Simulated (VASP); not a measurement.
Write the native input for VASP 6.6.1 that does the following.

```
Task                   : single point
Functional             : PBE
Potentials or basis    : VASP PAW PBE potentials, release 64 (Sn_d, S)
Cutoff                 : 500 eV
k mesh                 : 6 × 6 × 3
Occupations            : gaussian, width 0.01 eV
Spin                   : no spin polarisation
Dipole correction      : no
Further INCAR settings : ALGO = Normal; EDIFF = 1e-06; NBANDS = 20
```

The structure of SnS2 (Berndtite-2T) lies in POSCAR:

```
SnS2
1.0
    3.6390000000      0.0000000000      0.0000000000
   -1.8195000000      3.1514700000      0.0000000000
    0.0000000000      0.0000000000      5.8680000000
Sn S
1 2
Direct
    0.0000000000      0.0000000000      0.0000000000
    0.3333333333      0.6666666667      0.2500000000
    0.6666666667      0.3333333333      0.7500000000
```

The input as run:

INCAR

```
SYSTEM = SnS2
ALGO = Normal
EDIFF = 1E-6
ENCUT = 500
GGA = PE
GGA_COMPAT = .False.
ISIF = 2
ISMEAR = 0
LASPH = .True.
LCHARG = .False.
LREAL = .False.
LWAVE = .False.
NBANDS = 20
NELM = 120
PREC = Accurate
SIGMA = 0.01
```

KPOINTS

```
k-points
0
Gamma
  6 6 3
  0 0 0
```

Potentials or basis: VASP PAW PBE potentials, release 64 (Sn_d, S).

The run is started by

```console
$ cat potpaw_PBE.64/Sn_d/POTCAR potpaw_PBE.64/S/POTCAR > POTCAR
$ mpirun -np 1 vasp_std > vasp.out
```

It gave:

```yaml
Pressure: 4.2 GPa
Largest_force: 0.223 eV/Å
Band_gap_on_the_k_mesh: 1.45 eV, indirect (least direct gap 2.00 eV)
```

Caveat: spin-orbit coupling is left out, which moves the levels of the heavy elements; this functional lacks dispersion, which binds the layers, so the pressure and a relaxed spacing across them are unreliable.

Run time: 19 s on 1 thread of Intel(R) Xeon(R) Platinum 8259CL CPU @ 2.50GHz (Skylake/Cascade Lake), on a shared host, peak memory 0.18 GiB.
